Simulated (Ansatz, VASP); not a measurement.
## Two plane-wave programs on InSb

File INCAR:

```
SYSTEM = InSb
PREC     = Accurate       ! precision mode
ENCUT    = 500            ! plane-wave cutoff, eV
EDIFF    = 1E-6           ! SCF threshold, eV
ISMEAR   = 0              ! smearing method
SIGMA    = 0.15           ! smearing width, eV
LREAL    = .False.        ! projectors in reciprocal space
LASPH    = .True.         ! aspherical terms in the spheres
NELM     = 120            ! most SCF steps
ALGO     = Normal         ! electronic algorithm
ISIF     = 2              ! what is computed and relaxed
LWAVE    = .False.        ! write WAVECAR
LCHARG   = .True.         ! write CHGCAR
GGA      = PS             ! functional
LELF     = .True.         ! ELF
LVHAR    = .True.       
NBANDS   = 16             ! bands
GGA_COMPAT= .False.
```

KPOINTS

```
Automatic mesh
0
Gamma
  14 14 8
  0 0 0
```

File POSCAR:

```
InSb
1.0
    3.1576362431      0.0000000000      0.0000000000
    0.0000000000      3.0361886953      0.0000000000
    0.0000000000      0.0000000000      6.0963559048
In Sb
1 1
Direct
    0.0000000000      0.0000000000      0.0000000000
    0.0000000000      0.0000000000      0.5000000000
```

Input for Ansatz:

```yaml
crystal:
  lattice:
    - [3.1576362431, 0.0, 0.0]
    - [0.0, 3.0361886953, 0.0]
    - [0.0, 0.0, 6.0963559048]
  atoms:
    - { symbol: In, position: [0.0, 0.0, 0.0] }
    - { symbol: Sb, position: [0.0, 0.0, 0.5] }
basis:
  ecutwfc: 420
kpoints:
  mp_grid: { grid: [14, 14, 8] }
hamiltonian:
  xc: pbesol
  pseudopotentials: { kind: paw, azcp: { folder: soft_1 } }
scf:
  occupations: { method: gaussian, width: 0.15 }
output:
  forces: true
  stress: true
  eigenvalues: true
```

Change from the starting cell: normal strain along x +0.0400, normal strain along z +0.0000.

Alike in both runs: task single point; functional PBEsol; k mesh 14 × 14 × 8; occupations gaussian, width 0.15 eV; no spin polarisation.

```csv
,VASP,Ansatz
version,VASP 6.6.1,Ansatz 0.2.0
potentials or method,"VASP PAW PBE potentials, release 64 (In_d, Sb), cutoff 500 eV","scalar-relativistic, plane waves, PAW"
valence electrons in the cell,18,28
```

|  | VASP | Ansatz | Ansatz less VASP |
| --- | --- | --- | --- |
| gap on the k mesh at the Fermi level (eV) | none | none | - |
| pressure (GPa) | -1.8 | -1.8 | -0.02 |
| traceless stress, the component that is largest in VASP (GPa) | -1.62 | -1.62 | 0.000 |

VASP's potentials were made for PBE, not for PBEsol, and Ansatz warns of the same on its side. A gap of «none» marks a metal or a gap that the smearing closes. With one functional, cell and mesh, what is left measures potentials, basis and numerics. VASP's potentials hold 18 valence electrons a cell and Ansatz's 28, so a difference there can come from the potentials and not from the codes.

Spin-orbit coupling is off throughout.
